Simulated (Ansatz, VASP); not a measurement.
**Two plane-wave programs on NaF**

Contents of INCAR:

```
  PREC = Accurate
  ENCUT = 600
  EDIFF = 1E-6
  ISMEAR = 0
  SIGMA = 0.01
  LREAL = False
  LASPH = True
  NELM = 120
  ALGO = Normal
  ISIF = 2
  LWAVE = False
  LCHARG = True
  GGA = PS
  LELF = True
  LVHAR = True
  NBANDS = 14
  GGA_COMPAT = False
```

The input KPOINTS:

```
Automatic mesh
0
Gamma
  4 4 4
```

File POSCAR:

```
NaF
1.0
    0.0000000000      2.2972417931      2.2972417931
    2.2972417931      0.0000000000      2.2972417931
    2.2972417931      2.2972417931      0.0000000000
Na F
1 1
Direct
    0.0000000000      0.0000000000      0.0000000000
    0.5000000000      0.5000000000      0.5000000000
```

Input for Ansatz:

```yaml
crystal:
  lattice:
    - [0.0, 2.2972417931, 2.2972417931]
    - [2.2972417931, 0.0, 2.2972417931]
    - [2.2972417931, 2.2972417931, 0.0]
  atoms:
    - { symbol: Na, position: [0.0, 0.0, 0.0] }
    - { symbol: F, position: [0.5, 0.5, 0.5] }
kpoints:
  mp_grid: { grid: [4, 4, 4] }
hamiltonian:
  xc: pbesol
scf:
  occupations: { method: fixed }
output:
  optics:
    e_range: [0, 10]
    de: 0.05
    sigma: 0.4
    scissors: 0
    scheme: fermi_dirac
    bands: { spectra_wanted_up_to: 10 }
```

Alike in both runs: task single point; functional PBEsol; k mesh 4 × 4 × 4; no spin polarisation.

```csv
,VASP,Ansatz
version,VASP 6.6.1,Ansatz 0.2.0
potentials or method,"VASP PAW PBE potentials, release 64 (Na_pv, F)","plane waves, PAW"
plane-wave cutoff (eV),600,420
occupations,"gaussian, width 0.01 eV",fixed
valence electrons in the cell,14,16
```

|  | VASP | Ansatz | Ansatz less VASP |
| --- | --- | --- | --- |
| gap on the k mesh at the Fermi level (eV) | 6.30 | 6.32 | +0.018 |

VASP's potentials were made for PBE, not for PBEsol. VASP's potentials hold 14 valence electrons a cell and Ansatz's 16, so a difference there can come from the potentials and not from the codes.

The k mesh is coarse, so the values compare programs but aren't converged.
